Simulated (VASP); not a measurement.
# HfO2 (P1) in VASP: further runs, part 3 of 3

VASP 6.6.1. Earlier steps stand in the parts before.

**4. Single point, PBE**

INCAR

```
SYSTEM = HfO2
PREC = Accurate ; ENCUT = 520
EDIFF = 1E-6 ; ISMEAR = -1
SIGMA = 0.0517 ; LREAL = Auto
LASPH = .TRUE. ; NELM = 100
ALGO = Normal ; ISIF = 2
LWAVE = .FALSE. ; LCHARG = .FALSE.
GGA = PE ; NBANDS = 106
```

KPOINTS

```
Automatic mesh
0
Gamma
  2 2 2
  0.5 0.5 0.5
```

POSCAR

```
HfO2
1.0
   -5.1145472327      5.1145472327      0.0000000000
   -5.1145472327      0.0000000000      5.1145472327
    0.0000000000      5.1145472327      5.1145472327
Hf O
8 16
Direct
    1.0151663019      0.9838831809      0.5088913801
    0.5071982684      1.0062226950      0.4979595229
    1.0043556675      0.4863997509      0.5178643152
    1.0148814282      1.0111761149      0.0023458577
    0.5147332462      0.4888357437      0.4967242230
    0.5029665155      0.9928644255      0.0113491962
    1.0070259919      0.5068589422     -0.0094880344
    0.4988959695      0.4903601210     -0.0011793810
    0.8725243500      0.9021203227      0.3326030482
    0.4281045614      0.8275408961      0.3740872677
    0.8446564874      0.3762764156      0.3655399813
    0.9069838031      0.8475975102      0.9090756793
    0.4181554892      0.3505940836      0.3982827623
    0.3456624643      0.8892429365      0.8588768077
    0.9097361483      0.3595662365      0.8796914556
    0.3666426205      0.3744311887      0.8507552677
    0.6254633801      0.6416945334      0.0680159913
    0.1619691758      0.5489029375      0.1567350859
    0.5928885514      0.1473709139      0.1132973211
    0.6386858604      0.6008737157      0.6503756537
    0.1433109260      0.1100745529      0.1462978962
    0.1125106434      0.6394831940      0.5926921509
    0.6556988033      0.0606388964      0.6615593416
    0.1335175860      0.1421048564      0.5723050090
```

Potentials or basis: VASP PAW PBE potentials, release 64 (Hf_pv, O).

Started as:

```bash
$ cat potpaw_PBE.64/Hf_pv/POTCAR potpaw_PBE.64/O/POTCAR > POTCAR
$ mpirun -np 1 vasp_std > vasp.out
```

OUTCAR:

```text
SYSTEM = HfO2
   PREC = Accurate
   ENCUT = 520
   EDIFF = 1E-6
   ISMEAR = -1
   LREAL = Auto
   LASPH = .TRUE.
   NELM = 100
   ISIF = 2
   GGA = PE

 ion  position               nearest neighbor table
   1  0.015  0.984  0.509-  24 2.04  22 2.06  23 2.14  21 2.14  11 2.34  12 2.37   9 2.39  10 2.44
                             7 3.47   6 3.56   4 3.57   5 3.60   2 3.60   3 3.61   3 3.63   2 3.64
   2  0.507  0.006  0.498-  13 2.05  14 2.15   9 2.17  23 2.21  24 2.23  10 2.28  19 2.29  20 2.40
                             5 3.51   3 3.56   8 3.56   6 3.58   1 3.60   4 3.61   4 3.63   1 3.64
   3  0.004  0.486  0.518-  22 2.00  24 2.07  15 2.14  20 2.16  18 2.16  13 2.45   9 2.48  11 2.50
                             4 3.47   7 3.50   2 3.56   8 3.57   1 3.61   5 3.61   5 3.63   1 3.63
   4  0.015  0.011  0.002-   9 1.96  14 1.98  15 2.06  12 2.17  21 2.20  19 2.50  24 2.55  18 2.73
                             3 3.47   6 3.50   7 3.52   1 3.57   2 3.61   8 3.61   2 3.63   8 3.64
   5  0.515  0.489  0.497-  11 1.96  13 1.98  10 2.01  16 2.10  20 2.31  22 2.39  23 2.53  17 2.54
                             2 3.51   6 3.58   8 3.58   1 3.60   3 3.61   7 3.61   7 3.62   3 3.63
   6  0.503  0.993  0.011-  19 2.06  23 2.09  17 2.12  21 2.13  10 2.17  16 2.27  12 2.39  14 2.45
                             4 3.50   8 3.54   1 3.56   5 3.58   7 3.58   2 3.58   2 3.65   7 3.65
   7  0.007  0.507  0.991-  12 2.03  15 2.11  16 2.13  18 2.20  11 2.23  17 2.28  21 2.35  22 2.36
                             1 3.47   3 3.50   4 3.52   8 3.53   6 3.58   5 3.61   5 3.62   6 3.65
   8  0.499  0.490  0.999-  18 2.02  19 2.03  20 2.06  17 2.07  16 2.34  14 2.36  13 2.39  15 2.43
                             7 3.53   6 3.54   2 3.56   3 3.57   5 3.58   4 3.61   4 3.64   5 3.65
   9  0.873  0.902  0.333-   4 1.96   2 2.17   1 2.39   3 2.48
  10  0.428  0.828  0.374-   5 2.01   6 2.17   2 2.28   1 2.44
  11  0.845  0.376  0.366-   5 1.96   7 2.23   1 2.34   3 2.50
  12  0.907  0.848  0.909-   7 2.03   4 2.17   1 2.37   6 2.39
  13  0.418  0.351  0.398-   5 1.98   2 2.05   8 2.39   3 2.45
  14  0.346  0.889  0.859-   4 1.98   2 2.15   8 2.36   6 2.45
[... 8 lines left out ...]
  23  0.656  0.061  0.662-   6 2.09   1 2.14   2 2.21   5 2.53
  24  0.134  0.142  0.572-   1 2.04   3 2.07   2 2.23   4 2.55

  LATTYP: Found a face centered cubic cell.
 ALAT       =    10.2290944654

  Lattice vectors:

 A1 = (  -5.1145472327,   5.1145472327,   0.0000000000)
 A2 = (  -5.1145472327,   0.0000000000,   5.1145472327)
 A3 = (   0.0000000000,   5.1145472327,   5.1145472327)

Analysis of symmetry for initial positions (statically):
=====================================================================
 Subroutine PRICEL returns:
 Original cell was already a primitive cell.

 Routine SETGRP: Setting up the symmetry group for a
 face centered cubic supercell.

 Subroutine GETGRP returns: Found  1 space group operations
 (whereof  1 operations were pure point group operations)
 out of a pool of 48 trial point group operations.

The static configuration has the point symmetry C_1 .

Analysis of symmetry for dynamics (positions and initial velocities):
=====================================================================
 Subroutine PRICEL returns:
 Original cell was already a primitive cell.

 Routine SETGRP: Setting up the symmetry group for a
 face centered cubic supercell.

 Subroutine GETGRP returns: Found  1 space group operations
 (whereof  1 operations were pure point group operations)
 out of a pool of 48 trial point group operations.

The dynamic configuration has the point symmetry C_1 .

 Subroutine INISYM returns: Found  1 space group operations
[... 116 lines left out ...]
   total plane-waves  NPLWV = 157464
   dimension x,y,z NGX =    54 NGY =   54 NGZ =   54
   dimension x,y,z NGXF=   108 NGYF=  108 NGZF=  108
   ions per type =               8  16
   NGX,Y,Z   is equivalent  to a cutoff of  12.41, 12.41, 12.41 a.u.
   NGXF,Y,Z  is equivalent  to a cutoff of  24.82, 24.82, 24.82 a.u.
 SYSTEM =  HfO2
   PREC   = accura    normal or accurate (medium, high low for compatibility)
   ISTART =      0    job   : 0-new  1-cont  2-samecut
   ICHARG =      2    charge: 1-file 2-atom 10-const
   ISPIN  =      1    spin polarized calculation?
   LNONCOLLINEAR =      F non collinear calculations
   LSORBIT =      F    spin-orbit coupling
   LASPH  =      T    aspherical Exc in radial PAW
   ENCUT  =  520.0 eV  38.22 Ry    6.18 a.u.  13.45 13.45 13.45*2*pi/ulx,y,z
   NELM   =    100;   NELMIN=  2; NELMDL= -5     # of ELM steps
   EDIFF  = 0.1E-05   stopping-criterion for ELM
   LREAL  =      T    real-space projection
   EDIFFG = 0.1E-04   stopping-criterion for IOM
   NSW    =      0    number of steps for IOM
   IBRION =     -1    ionic relax: 0-MD 1-quasi-New 2-CG
   NFREE  =      0    steps in history (QN), initial steepest desc. (CG)
   ISIF   =      2    stress and relaxation
   ISYM   =      2    0-nonsym 1-usesym 2-fastsym
   POTIM  = 0.5000    time-step for ionic-motion
   TEBEG  =    0.0;   TEEND  =   0.0 temperature during run
   PSTRESS=    0.0 pullay stress
   NELECT =     176.0000    total number of electrons
   NUPDOWN=      -1.0000    fix difference up-down
   EMIN   =  10.00;   EMAX   =-10.00  energy-range for DOS
   EFERMI =   0.00;   METHOD = LEGACY
   ISMEAR =    -1;   SIGMA  =   0.05  broadening in eV -4-tet -1-fermi 0-gaus
   EFERMI_NEDOS =   21; number of points for ismear=-14 and -15
   IALGO  =     38    algorithm
   IMIX   =      4    mixing-type and parameters
     AMIX     =   0.40;   BMIX     =  1.00
     AMIX_MAG =   1.60;   BMIX_MAG =  1.00
  volume/ion in A,a.u.               =      11.15        75.24
  Fermi-wavevector in a.u.,A,eV,Ry     =   1.423733  2.690465 27.579219  2.027015
  Thomas-Fermi vector in A             =   2.544299
   LORBIT       =      0    0 simple, 1 ext, 2 COOP (PROOUT), +10 PAW based schemes
   GGA     = PE    functional components
   LHFCALC =     F    Hartree Fock is set to
   AEXX    =    0.0000 exact exchange contribution
   IVDW    =     0    specifies the selected vdW correction
   LEPSILON=     F    determine dielectric tensor
   LRPA    =     F    only Hartree local field effects (RPA)
 non-spin polarized calculation
  energy-cutoff  :      520.00
  volume of cell :      267.58
 maximum number of plane-waves:      7243
 NGX is ok and might be reduce to    54
   NGX = 27   NGY = 27   NGZ = 27

 number of electron     176.0000017 magnetization

 Free energy of the ion-electron system (eV)
  ---------------------------------------------------
  ext. energy  EPLUGINS =         0.00000000
  ---------------------------------------------------
  free energy    TOTEN  =      -241.53061596 eV

  energy without entropy =     -241.53061596  energy(sigma->0) =     -241.53061596

 E-fermi :   4.8242     XC(G=0): -11.6828

 val. band max:        3.5486471007   @ k =  -0.2500   0.5000   0.5000
 cond. band min:       7.9088988759   @ k =   0.0000   0.2500   0.0000
 fundamental gap:      4.3602517752
 Fermi energy:         4.8241566146

 k-point     1 :       0.2500    0.2500    0.2500
  band No.  band energies     occupation
      1     -26.2706      2.00000
      2     -26.2112      2.00000
      3     -26.1462      2.00000
      4     -26.1342      2.00000
      5     -26.1043      2.00000
      6     -26.0860      2.00000
[... 1637 lines left out ...]
     99       9.1913      0.00000
    100       9.3168      0.00000
 [bands above 100 left out]

------------------------ aborting loop because EDIFF is reached ----------------------------------------

  FORCE on cell =-STRESS in cart. coord.  units (eV):
  Direction    XX          YY          ZZ          XY          YZ          ZX
  --------------------------------------------------------------------------------------
  -------------------------------------------------------------------------------------
  Total        0.5988090     10.8897899      0.1265212      0.2544332     -1.5871280     -3.0448132
  in kB        3.5854800     65.2046409      0.7575694      1.5234659     -9.5032237    -18.2313851
  external PRESSURE =      23.1825634 kB  Pullay stress =       0.0000000 kB

 VOLUME and BASIS-vectors are now :
 -----------------------------------------------------------------------------
  energy-cutoff  :      520.00
  volume of cell :      267.58
      direct lattice vectors                 reciprocal lattice vectors
    -5.114547233  5.114547233  0.000000000    -0.097760364  0.097760364 -0.097760364
    -5.114547233  0.000000000  5.114547233    -0.097760364 -0.097760364  0.097760364
     0.000000000  5.114547233  5.114547233     0.097760364  0.097760364  0.097760364

 POSITION                                       TOTAL-FORCE (eV/Angst)
 -----------------------------------------------------------------------------------
     -5.10969      2.68032      7.63487         0.145554     -1.935931      0.092631
     -2.62592      5.14093      2.57866         0.236338      0.681090     -0.827710
     -2.50999      2.67092      5.13636         0.005883     -2.088593     -0.808202
     -0.13327      0.08811      0.06916         0.625448     -0.932644     -0.257026
     -5.13280      5.17315      5.04069         0.040487      0.612767      0.964186
     -7.65050      2.63049      5.13610         0.229447     -0.397583     -0.478285
[... 16 lines left out ...]
     -3.66374      6.73718      3.69372        -0.572590      0.139595     -0.636191
     -1.40968      3.60996      3.65388         0.019833      0.538679      0.325066
 -----------------------------------------------------------------------------------
    total drift:                                0.001943     -0.020090     -0.005014

  FREE ENERGIE OF THE ION-ELECTRON SYSTEM (eV)
  ---------------------------------------------------
  free  energy   TOTEN  =      -241.5306159569 eV

  energy  without entropy=     -241.5306159569  energy(sigma->0) =     -241.53061596
```

Run time: 17 min. Hardware: 1 thread of Intel Xeon Platinum 8488C (Sapphire Rapids), shared host; peak memory 0.56 GiB.

Results:

```
Free energy            : -241.5306 eV
Pressure               : 2.3 GPa
Largest force          : 2.240 eV/Å
Band gap on the k mesh : 4.36 eV
```

Forces on the atoms (eV/Å):
```
Hf   0.146 -1.936  0.093
Hf   0.236  0.681 -0.828
Hf   0.006 -2.089 -0.808
Hf   0.625 -0.933 -0.257
Hf   0.040  0.613  0.964
Hf   0.229 -0.398 -0.478
Hf   0.908  1.180  0.610
Hf  -0.464 -0.136  0.513
O    1.639  0.680  0.477
O   -0.308 -0.441  1.412
O   -0.822  0.284 -0.675
O   -1.144 -0.177  0.043
O    0.916 -0.664 -0.650
O   -0.074 -0.097 -0.171
O    0.832  0.323 -1.310
O   -0.386 -0.843 -0.366
O   -0.095  0.447  0.438
O    0.068 -0.012  1.003
O   -0.211  0.665 -0.159
O   -1.111  0.671 -0.460
O   -0.114  0.880 -0.290
O   -0.363  0.623  1.212
O   -0.573  0.140 -0.636
O    0.020  0.539  0.325
```

Caveat: the stress differs along the axes, from 0 to 7 GPa; the atoms stand as in a frame of molecular dynamics; spin-orbit coupling is left out, which moves the levels of the heavy elements; a shifted mesh leaves out Γ, where band edges can lie; forces of over 1 eV/Å act on the atoms, so gaps and moduli don't describe the material at rest. A k mesh can miss the band edges.

**5. Overview**

| cell | gap on the mesh (eV) | pressure (GPa) | largest force (eV/Å) |
| --- | --- | --- | --- |
| as given, atomic positions A | 4.31 | 1.2 | 3.55 |
| as given, atomic positions B | 4.16 | 2.7 | 3.18 |
| as given, atomic positions C | 4.36 | 2.3 | 2.24 |

Alike in all rows: task single point; level PBE; potentials or basis VASP PAW PBE potentials, release 64 (Hf_pv, O); no spin polarisation; k mesh 2 × 2 × 2, shifted; cutoff (eV) 520; smearing fermi-dirac 0.0517 eV.

Caveats: the atoms stand as in a frame of molecular dynamics; spin-orbit coupling is left out, which moves the levels of the heavy elements; a shifted mesh leaves out Γ, where band edges can lie; forces of over 1 eV/Å act on the atoms, so gaps and moduli don't describe the material at rest; the stress differs along the axes, from 0 to 7 GPa (at least some runs).

Total energies depend on the potentials used, so only differences within one code and one set of settings carry meaning.
